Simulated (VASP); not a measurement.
Write the native input for VASP 6.6.1 that does the following.

```yaml
Task: single point
Functional: PBEsol
Potentials_or_basis: VASP PAW PBE potentials, release 64 (Ti_sv)
Cutoff: 520 eV
k_mesh: 20 × 20 × 20
Occupations: gaussian, width 0.15 eV
Spin: no spin polarisation
Dipole_correction: no
Further_INCAR_settings: ALGO = Normal; EDIFF = 1e-06; NBANDS = 12
```

The structure of Ti lies in POSCAR:

```
Ti
1.0
    0.0000000000      2.0300000000      2.1924000000
    2.0300000000      0.0000000000      2.1924000000
    2.0300000000      2.0300000000      0.0000000000
Ti
1
Direct
    0.0000000000      0.0000000000      0.0000000000
```

This cell differs from its parent crystal: strain +0.000 along x and y, +0.080 along z.

These files were run (other wordings do the same):

INCAR

```
  PREC = Accurate
  ENCUT = 520
  EDIFF = 1E-6
  ISMEAR = 0
  SIGMA = 0.15
  LREAL = F
  LASPH = T
  NELM = 80
  ALGO = Normal
  ISIF = 2
  LWAVE = F
  LCHARG = F
  GGA = PS
  NBANDS = 12
```

KPOINTS

```
Automatic mesh
0
Gamma
  20 20 20
```

Potentials or basis: VASP PAW PBE potentials, release 64 (Ti_sv).

Command:

```bash
$ cat potpaw_PBE.64/Ti_sv/POTCAR > POTCAR
$ mpirun -np 1 vasp_std > vasp.out
```

Results of the run:

| Item | Value |
| --- | --- |
| Pressure | -8.1 GPa |
| Band gap on the k mesh | zero (band 6 reaches 8.36 eV, above the bottom of band 7 at 7.09 eV) |

Caveat: the cell differs from its parent crystal (strain +0.000 along x and y, +0.080 along z); the PAW data sets were made with another functional, which shifts forces and pressure a little.

Wall time 76 s on 1 thread of Intel Xeon 6975P-C, on a shared host, peak memory 0.25 GiB.
